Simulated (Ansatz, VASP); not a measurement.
One calculation of F, two programs

The input INCAR:

```
PREC = Accurate
ENCUT = 520
EDIFF = 1E-6
ISMEAR = 0
SIGMA = 0.05
LREAL = F
LASPH = T
NELM = 80
ALGO = Normal
ISIF = 2
LWAVE = F
LCHARG = F
GGA = PS
NBANDS = 22
```

KPOINTS

```
regular mesh
0
Gamma
  4 4 2
```

The input POSCAR:

```
F
1.0
    3.2444025457     -1.7209684702     -0.2502363133
    3.2444025457      1.7209684702     -0.2502363133
   -2.4825547861      0.0000000000      6.9098252275
F
4
Direct
    0.0848459664      0.0848459664      0.0940038325
    0.9151540336      0.9151540336      0.9059961675
    0.5015719855      0.5015719855      0.5937195244
    0.4984280145      0.4984280145      0.4062804756
```

Input for Ansatz:

```yaml
crystal:
  lattice:
    - [3.2444025457, -1.7209684702, -0.2502363133]
    - [3.2444025457, 1.7209684702, -0.2502363133]
    - [-2.4825547861, 0.0, 6.9098252275]
  atoms:
    - { symbol: F, position: [0.0848459664, 0.0848459664, 0.0940038325] }
    - { symbol: F, position: [0.9151540336, 0.9151540336, 0.9059961675] }
    - { symbol: F, position: [0.5015719855, 0.5015719855, 0.5937195244] }
    - { symbol: F, position: [0.4984280145, 0.4984280145, 0.4062804756] }
basis:
  ecutwfc: 520.0
kpoints:
  mp_grid: { grid: [4, 4, 2] }
hamiltonian:
  xc: pbesol
scf:
  occupations: { method: gaussian, width: 0.05 }
output:
  forces: true
  stress: true
  eigenvalues: true
```

Change from the starting cell: volume 18.756 Å^3 an atom, stretch along a over the lengths across it, relative to the relaxed cell 1.0835.

Alike in both runs: task single point; functional PBEsol; k mesh 4 × 4 × 2; occupations gaussian, width 0.05 eV; no spin polarisation.

|  | VASP | Ansatz |
| --- | --- | --- |
| version | VASP 6.6.1 | Ansatz 0.2.0 |
| potentials or method | VASP PAW PBE potentials, release 64 (F), cutoff 520 eV | scalar-relativistic, plane waves, PAW |
| valence electrons in the cell | 28 | 28 |

|  | VASP | Ansatz | Ansatz less VASP |
| --- | --- | --- | --- |
| gap on the k mesh at the Fermi level (eV) | 3.43 | 3.51 | +0.088 |
| least direct gap on the mesh (eV) | 3.53 | 3.62 | +0.089 |
| pressure (GPa) | 3.1 | 2.6 | -0.49 |
| traceless stress, the component that is largest in VASP (GPa) | 5.51 | 3.97 | -1.542 |
| rms of the force components (eV/Å) | 1.045 | 0.753 | -0.2930 |

VASP's potentials were made for PBE, not for PBEsol. Atom by atom the forces differ by 0.293 eV/Å (rms over components).

The k mesh is coarse, so the values compare programs but aren't converged.
